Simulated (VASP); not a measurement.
A run of VASP 6.6.1:

INCAR

```
SYSTEM = CdS
  ALGO = Normal
  EDIFF = 1E-6
  ENCUT = 500
  GGA = PS
  GGA_COMPAT = .False.
  ISIF = 2
  ISMEAR = -1
  IVDW = 13
  LASPH = .True.
  LCHARG = .True.
  LELF = .True.
  LREAL = .False.
  LVHAR = .True.
  LWAVE = .False.
  NBANDS = 86
  NELM = 120
  PREC = Accurate
  SIGMA = 0.02
```

The input KPOINTS:

```
k-points
0
Gamma
  2 2 2
  0 0 0
```

POSCAR

```
CdS
1.0
    0.0000000000      5.8330000000      5.8330000000
    5.8330000000      0.0000000000      5.8330000000
    5.8330000000      5.8330000000      0.0000000000
Cd S
8 8
Direct
    0.0000000000      0.0000000000      0.0000000000
    0.0000000000      0.0000000000      0.5000000000
    0.0000000000      0.5000000000      0.0000000000
    0.0000000000      0.5000000000      0.5000000000
    0.5000000000      0.0000000000      0.0000000000
    0.5000000000      0.0000000000      0.5000000000
    0.5000000000      0.5000000000      0.0000000000
    0.5000000000      0.5000000000      0.5000000000
    0.1250000000      0.1250000000      0.1250000000
    0.1250000000      0.1250000000      0.6250000000
    0.1250000000      0.6250000000      0.1250000000
    0.1250000000      0.6250000000      0.6250000000
    0.6250000000      0.1250000000      0.1250000000
    0.6250000000      0.1250000000      0.6250000000
    0.6250000000      0.6250000000      0.1250000000
    0.6250000000      0.6250000000      0.6250000000
```

Potentials or basis: VASP PAW PBE potentials, release 64 (Cd, S).

Command:

```console
$ cat potpaw_PBE.64/Cd/POTCAR potpaw_PBE.64/S/POTCAR > POTCAR
$ mpirun -np 1 vasp_std > vasp.out
```

Hardware: 1 thread of AMD EPYC 7R43 64-Core Processor (Zen 3), on a shared host.

Question: How long does it take, and how much memory?

Answer: Run time: 3.4 min on 1 thread of AMD EPYC 7R43 64-Core Processor (Zen 3), with other jobs on the host, peak memory 0.46 GiB. Counts: scf iterations 17, k points 3.
